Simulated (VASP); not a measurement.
# AgBr (R-3m) in VASP: a series of runs

The runs below take AgBr through single point, with LDA, revPBE+D3(BJ), PBE+D3(BJ), r2SCAN.

Program: VASP 6.6.1. These are calculated values, not measurements. Logs are shortened: lines on timing, memory, paths and dates and some standing lists are left out, and cuts for length are marked.

## Step 1: The cell of the first run

It takes space group R-3m (No. 166, trigonal). The conventional cell has a = 3.952 Å, b = 3.952 Å, c = 9.655 Å, α = 90.00°, β = 90.00°, γ = 120.00°. Within 3.7 Å of Ag (site symmetry -3m) lie 6 Br at 2.79 Å. Br (site symmetry -3m) has 6 Ag at 2.79 Å within 3.7 Å.

## Step 2: Single point, LDA

Input file INCAR:

```
SYSTEM = AgBr
PREC = Accurate ; ENCUT = 500
EDIFF = 1E-6 ; ISMEAR = 1
SIGMA = 0.147 ; LREAL = .FALSE.
LASPH = .TRUE. ; NELM = 120
ALGO = Normal ; ISIF = 2
LWAVE = .FALSE. ; LCHARG = .FALSE.
NBANDS = 16 ; ISYM = 0
GGA_COMPAT = .FALSE.
```

Input file KPOINTS:

```
Automatic mesh
0
Gamma
  5 5 5
  0.5 0.5 0.5
```

Input file POSCAR:

```
AgBr
1.0
   -0.0051003174      2.7897365977      2.7897365977
    2.7897365977     -0.0051003174      2.7897365977
    2.7897365977      2.7897365977     -0.0051003174
Ag Br
1 1
Direct
    0.0000000000      0.0000000000      0.0000000000
    0.5000000000      0.5000000000      0.5000000000
```

Potentials or basis: VASP PAW LDA potentials, release 64 (Ag, Br).

Launch:

```bash
$ cat potpaw_LDA.64/Ag/POTCAR potpaw_LDA.64/Br/POTCAR > POTCAR
$ mpirun -np 1 vasp_std > vasp.out
```

OUTCAR:

```text
SYSTEM = AgBr
   PREC = Accurate
   ENCUT = 500
   EDIFF = 1E-6
   ISMEAR = 1
   LREAL = .FALSE.
   LASPH = .TRUE.
   NELM = 120
   ISIF = 2
   ISYM = 0

 ion  position               nearest neighbor table
   1  0.000  0.000  0.000-   2 2.79   2 2.79   2 2.79   2 2.79   2 2.79   2 2.79
   2  0.500  0.500  0.500-   1 2.79   1 2.79   1 2.79   1 2.79   1 2.79   1 2.79

IMPORTANT INFORMATION: All symmetrisations will be switched off!
NOSYMM: (Re-)initialisation of all symmetry stuff for point group C_1.

----------------------------------------------------------------------------------------

                                     Primitive cell

  volume of cell :      43.5421

  direct lattice vectors                    reciprocal lattice vectors
    -0.005100317  2.789736598  2.789736598    -0.178737628  0.179065002  0.179065002
     2.789736598 -0.005100317  2.789736598     0.179065002 -0.178737628  0.179065002
     2.789736598  2.789736598 -0.005100317     0.179065002  0.179065002 -0.178737628

  length of vectors
     3.945286629  3.945286629  3.945286629     0.309960788  0.309960788  0.309960788

  position of ions in fractional coordinates (direct lattice)
     0.000000000  0.000000000  0.000000000
     0.500000000  0.500000000  0.500000000

  ion indices of the primitive-cell ions
   primitive index   ion index
                 1           1
                 2           2

----------------------------------------------------------------------------------------

 KPOINTS: Automatic mesh

Automatic generation of k-mesh.
 Grid dimensions read from file:
 generate k-points for:    5    5    5

 Generating k-lattice:

  Cartesian coordinates                     Fractional coordinates (reciprocal lattice)
    -0.035747526  0.035813000  0.035813000     0.200000000 -0.000000000 -0.000000000
     0.035813000 -0.035747526  0.035813000    -0.000000000  0.200000000 -0.000000000
     0.035813000  0.035813000 -0.035747526    -0.000000000 -0.000000000  0.200000000

  Length of vectors
     0.061992158  0.061992158  0.061992158

  Shift w.r.t. Gamma in fractional coordinates (k-lattice)
     0.500000000  0.500000000  0.500000000

 Subroutine IBZKPT returns following result:
 ===========================================

 Found     63 irreducible k-points:
[... 36 lines left out ...]
 SYSTEM =  AgBr
   PREC   = accura    normal or accurate (medium, high low for compatibility)
   ISTART =      0    job   : 0-new  1-cont  2-samecut
   ICHARG =      2    charge: 1-file 2-atom 10-const
   ISPIN  =      1    spin polarized calculation?
   LNONCOLLINEAR =      F non collinear calculations
   LSORBIT =      F    spin-orbit coupling
   LASPH  =      T    aspherical Exc in radial PAW
   ENCUT  =  500.0 eV  36.75 Ry    6.06 a.u.   7.19  7.19  7.19*2*pi/ulx,y,z
   NELM   =    120;   NELMIN=  2; NELMDL= -5     # of ELM steps
   EDIFF  = 0.1E-05   stopping-criterion for ELM
   LREAL  =      F    real-space projection
   EDIFFG = 0.1E-04   stopping-criterion for IOM
   NSW    =      0    number of steps for IOM
   IBRION =     -1    ionic relax: 0-MD 1-quasi-New 2-CG
   NFREE  =      0    steps in history (QN), initial steepest desc. (CG)
   ISIF   =      2    stress and relaxation
   ISYM   =      0    0-nonsym 1-usesym 2-fastsym
   POTIM  = 0.5000    time-step for ionic-motion
   TEBEG  =    0.0;   TEEND  =   0.0 temperature during run
   PSTRESS=    0.0 pullay stress
   NELECT =      18.0000    total number of electrons
   NUPDOWN=      -1.0000    fix difference up-down
   EMIN   =  10.00;   EMAX   =-10.00  energy-range for DOS
   EFERMI =   0.00;   METHOD = LEGACY
   ISMEAR =     1;   SIGMA  =   0.15  broadening in eV -4-tet -1-fermi 0-gaus
   EFERMI_NEDOS =   21; number of points for ismear=-14 and -15
   IALGO  =     38    algorithm
   IMIX   =      4    mixing-type and parameters
     AMIX     =   0.40;   BMIX     =  1.00
     AMIX_MAG =   1.60;   BMIX_MAG =  1.00
  volume/ion in A,a.u.               =      21.77       146.92
  Fermi-wavevector in a.u.,A,eV,Ry     =   1.219540  2.304596 20.235640  1.487278
  Thomas-Fermi vector in A             =   2.354788
   LORBIT       =      0    0 simple, 1 ext, 2 COOP (PROOUT), +10 PAW based schemes
   GGA     = CA    functional components
   LHFCALC =     F    Hartree Fock is set to
   AEXX    =    0.0000 exact exchange contribution
   IVDW    =     0    specifies the selected vdW correction
   LEPSILON=     F    determine dielectric tensor
   LRPA    =     F    only Hartree local field effects (RPA)
 non-spin polarized calculation
 Methfessel and Paxton  Order N= 1 SIGMA  =   0.15
  energy-cutoff  :      500.00
  volume of cell :       43.54
 maximum number of plane-waves:      1115
 NGX is ok and might be reduce to    30
   NGX = 15   NGY = 15   NGZ = 15

 number of electron      18.0000002 magnetization

 Free energy of the ion-electron system (eV)
  ---------------------------------------------------
  ext. energy  EPLUGINS =         0.00000000
  ---------------------------------------------------
  free energy    TOTEN  =        -6.41168110 eV

  energy without entropy =       -6.41277146  energy(sigma->0) =       -6.41204455

 E-fermi :   4.6588     XC(G=0): -10.6828

 val. band max:        4.5789137976   @ k =   0.5000   0.5000   0.5000
 cond. band min:       5.6574054889   @ k =   0.1000   0.1000   0.1000
 fundamental gap:      1.0784916912
 Fermi energy:         4.6588248491

 k-point     1 :       0.1000    0.1000    0.1000
  band No.  band energies     occupation
      1     -11.0384      2.00000
      2       1.0008      2.00000
      3       1.0008      2.00000
      4       1.0854      2.00000
      5       1.3526      2.00000
      6       1.3526      2.00000
[... 433 lines left out ...]
      3      -0.0968      2.00000
      4       0.0092      2.00000
      5       1.6573      2.00000
      6       1.7037      2.00000
[... 8 lines left out ...]
     15      17.0896      0.00000
     16      19.5858      0.00000

 [... further k-points ...]
[... 5 lines left out ...]
  --------------------------------------------------------------------------------------
  -------------------------------------------------------------------------------------
  Total        0.0182534      0.0182621      0.0182591     -0.0030086     -0.0029904     -0.0029986
  in kB        0.6716553      0.6719737      0.6718624     -0.1107030     -0.1100347     -0.1103386
  external PRESSURE =       0.6718305 kB  Pullay stress =       0.0000000 kB

 VOLUME and BASIS-vectors are now :
 -----------------------------------------------------------------------------
  energy-cutoff  :      500.00
  volume of cell :       43.54
      direct lattice vectors                 reciprocal lattice vectors
    -0.005100317  2.789736598  2.789736598    -0.178737628  0.179065002  0.179065002
     2.789736598 -0.005100317  2.789736598     0.179065002 -0.178737628  0.179065002
     2.789736598  2.789736598 -0.005100317     0.179065002  0.179065002 -0.178737628

 POSITION                                       TOTAL-FORCE (eV/Angst)
 -----------------------------------------------------------------------------------
      0.00000      0.00000      0.00000        -0.000000     -0.000002      0.000000
      2.78719      2.78719      2.78719         0.000000      0.000002     -0.000000
 -----------------------------------------------------------------------------------
    total drift:                                0.000003      0.000001     -0.000005

  FREE ENERGIE OF THE ION-ELECTRON SYSTEM (eV)
  ---------------------------------------------------
  free  energy   TOTEN  =        -6.4116810995 eV

  energy  without entropy=       -6.4127714556  energy(sigma->0) =       -6.41204455
```

stdout:

```text
POSCAR found type information on POSCAR AgBr
 POSCAR found :  2 types and       2 ions
 scaLAPACK will be used
 LDA part: xc-table for (Slater(with rela. corr.)+CA(PZ))
 , standard interpolation
 POSCAR, INCAR and KPOINTS ok, starting setup
 FFT: planning ... GRIDC
 FFT: planning ... GRID_SOFT
 FFT: planning ... GRID
 WAVECAR not read
 entering main loop
```

Run time: 58 s. Hardware: 1 thread of Oxide Virtual Turin-like, shared host; peak memory 0.14 GiB.

What came out:

```yaml
Free_energy: -6.4117 eV
Pressure: 0.1 GPa
Band_gap_on_the_k_mesh: 1.08 eV (least direct gap 2.95 eV)
```

Caveat: a shifted mesh leaves out Γ, where band edges can lie. A k mesh can miss the band edges.

(Part 1 of 2 ends here.)
